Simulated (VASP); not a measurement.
A run of VASP 6.6.1 is set up as follows.

File INCAR:

```
SYSTEM = Sn4C
PREC = Accurate
ENCUT = 520
EDIFF = 1E-7
ISMEAR = 0
SIGMA = 0.1
LREAL = .False.
LASPH = .True.
NELM = 60
ALGO = Normal
ISIF = 2
LWAVE = .False.
LCHARG = .True.
GGA = PE
LELF = .True.
LVHAR = .True.
NBANDS = 38
```

File KPOINTS:

```
Automatic mesh
0
Gamma
  12 12 4
  0 0 0
```

The input POSCAR:

```
Sn4C
1.0
    3.4717587614      0.0000000000      0.0000000000
   -1.7358793807      3.0066312832      0.0000000000
    0.0000000000      0.0000000000     10.9311307011
Sn C
4 1
Direct
    0.3333333333      0.6666666667      0.8752806255
    0.3333333333      0.6666666667      0.3791755772
    0.6666666667      0.3333333333      0.1247193745
    0.6666666667      0.3333333333      0.6208244228
    0.0000000000      0.0000000000      0.0000000000
```

Potentials or basis: VASP PAW PBE potentials, release 64 (Sn_d, C).

Run with:

```console
$ cat potpaw_PBE.64/Sn_d/POTCAR potpaw_PBE.64/C/POTCAR > POTCAR
$ mpirun -np 1 vasp_std > vasp.out
```

Question: Estimate the pressure.

Answer: 0.0 GPa.

Question: What does it give for the band gap on the k mesh?

Answer: Zero (bands 30 and 31 overlap by 5.13 eV).

Question: Predict the largest force.

Answer: 0.015 eV/Å.

Stress tensor (GPa, compression positive):
```
-0.04  0.00  0.00
 0.00 -0.04  0.00
 0.00  0.00  0.03
```

Caveat: spin-orbit coupling is left out, which moves the levels of the heavy elements.
